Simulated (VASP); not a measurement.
A run of VASP 6.6.1:

Contents of POSCAR:

```
SnO
1.0
    3.3550050000      0.0000000000      0.0000000000
    0.0000000000      5.6741040000      0.0000000000
    0.0000000000      0.0000000000      4.2219700000
Sn O
2 2
Direct
    0.0000000000      0.2319089992      0.5131439991
    0.5000000000      0.7680910008      0.0131439991
    0.0000000000      0.8912500000      0.7368570004
    0.5000000000      0.1087500000      0.2368570004
```

File INCAR.step1:

```
ALGO = Normal
EDIFF = 1E-4
ENCUT = 520
GGA = PE
ISMEAR = 0
LASPH = True
LCHARG = False
LREAL = False
LWAVE = True
NBANDS = 28
NELM = 60
PREC = Accurate
SIGMA = 0.01
```

Contents of INCAR.step2:

```
ALGO = Normal
EDIFF = 1E-7
ENCUT = 520
ISIF = 2
ISMEAR = 0
ISTART = 1
LASPH = True
LCHARG = False
LMIXTAU = True
LREAL = False
LWAVE = False
METAGGA = R2SCAN
NBANDS = 28
NELM = 60
PREC = Accurate
SIGMA = 0.01
```

File KPOINTS:

```
k-points
0
Gamma
  6 4 4
```

Potentials or basis: VASP PAW PBE potentials, release 64 (Sn_d, O).

Command:

```sh
$ cat potpaw_PBE.64/Sn_d/POTCAR potpaw_PBE.64/O/POTCAR > POTCAR
$ cp INCAR.step1 INCAR
$ mpirun -np 1 vasp_std > vasp.out
$ cp INCAR.step2 INCAR
$ mpirun -np 1 vasp_std > vasp.out
```

Hardware: 1 thread of Intel(R) Xeon(R) 6975P-C (Granite Rapids) (shared host).

**Question.** Estimate the wall time of this run.

**Answer.** It took 120 s on 1 thread of Intel(R) Xeon(R) 6975P-C (Granite Rapids), with other jobs on the host, peak memory 0.23 GiB. Counts: k points 36.
